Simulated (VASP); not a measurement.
# AlNi (CsCl type): single point with PBE

AlNi (CsCl type):

```
CELL_PARAMETERS angstrom
2.49346 0.00000 0.00000
0.00000 2.49346 0.00000
0.00000 0.00000 2.49346
ATOMIC_POSITIONS crystal
Ni 0.00000 0.00000 0.00000
Al 0.50000 0.50000 0.50000
```

This cell differs from its parent crystal: volume scaled by 0.64.

| Quantity | Value |
| --- | --- |
| Program | VASP 6.6.1 |
| Task | single point |
| Functional | PBE |
| Potentials or basis | VASP PAW PBE potentials, release 64 (Ni, Al) |
| Cutoff | 520 eV |
| k mesh | 14 × 14 × 14 |
| Occupations | fermi-dirac, width 0.08 eV |
| Spin | no spin polarisation |
| Dipole correction | no |
| Further INCAR settings | ALGO = Normal; EDIFF = 1e-06; NBANDS = 14 |

```json
{
 "Pressure": "185.1 GPa"
}
```

Levels at points of the mesh, in eV from the Fermi level:
```tsv
k point	band 5	band 6	band 7	band 8	band 9	band 10
(0.00, 0.00, 0.00)	-2.80	-2.80	7.70	7.70	7.70	9.58
(0.50, 0.00, 0.00)	-4.02	-2.62	-0.94	8.34	12.26	12.26
(0.50, 0.50, 0.00)	-3.86	-3.86	-1.80	2.43	4.90	17.84
(0.50, 0.50, 0.50)	-1.74	1.51	1.51	1.51	6.70	6.70
```

It took 18 s on 1 thread of Intel Xeon 6975P-C, with other jobs on the host, peak memory 0.14 GiB.

 Spin polarisation is off, so any magnetic state and its effect on volume and gap are missing.
